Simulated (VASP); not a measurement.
A run of VASP 6.6.1:

Contents of POSCAR:

```
Cs
1.0
    0.0000000000     -5.1076926052      0.0000000000
    5.1076926052      0.0000000000      0.0000000000
   -2.5538463026      2.5538463026      9.5960667852
Cs
2
Direct
    0.2500000000      0.7500000000      0.5000000000
    0.5000000000      0.5000000000      0.0000000000
```

INCAR.step1

```
PREC = Accurate ; ENCUT = 520
EDIFF = 1E-7 ; ISMEAR = 0
SIGMA = 0.05 ; LREAL = False
LASPH = True ; NELM = 60
ALGO = Fast ; ISIF = 2
LWAVE = False ; LCHARG = True
NBANDS = 16
```

KPOINTS.step1

```
regular mesh
0
Gamma
  8 8 8
```

INCAR.step2

```
PREC = Accurate ; ENCUT = 520
EDIFF = 1E-7 ; ISMEAR = -5
SIGMA = 0.05 ; LREAL = False
LASPH = True ; NELM = 60
ALGO = Fast ; ISIF = 2
LWAVE = False ; LCHARG = False
LORBIT = 10 ; NEDOS = 1001
ICHARG = 11
```

File KPOINTS.step2:

```
regular mesh
0
Gamma
  12 12 12
```

Potentials or basis: VASP PAW LDA potentials, release 64 (Cs_sv).

Run with:

```console
$ cat potpaw_LDA.64/Cs_sv/POTCAR > POTCAR
$ cp INCAR.step1 INCAR
$ cp KPOINTS.step1 KPOINTS
$ mpirun -np 1 vasp_std > vasp.out
$ cp INCAR.step2 INCAR
$ cp KPOINTS.step2 KPOINTS
$ mpirun -np 1 vasp_std > vasp.out
```

Hardware: 1 thread of Intel(R) Xeon(R) Platinum 8559C (Emerald Rapids) (shared host).

Q: How long does it take, and how much memory?

A: Run time: 6.5 min on 1 thread of Intel(R) Xeon(R) Platinum 8559C (Emerald Rapids), with other jobs on the host, peak memory 0.56 GiB. Counts: k points 163.
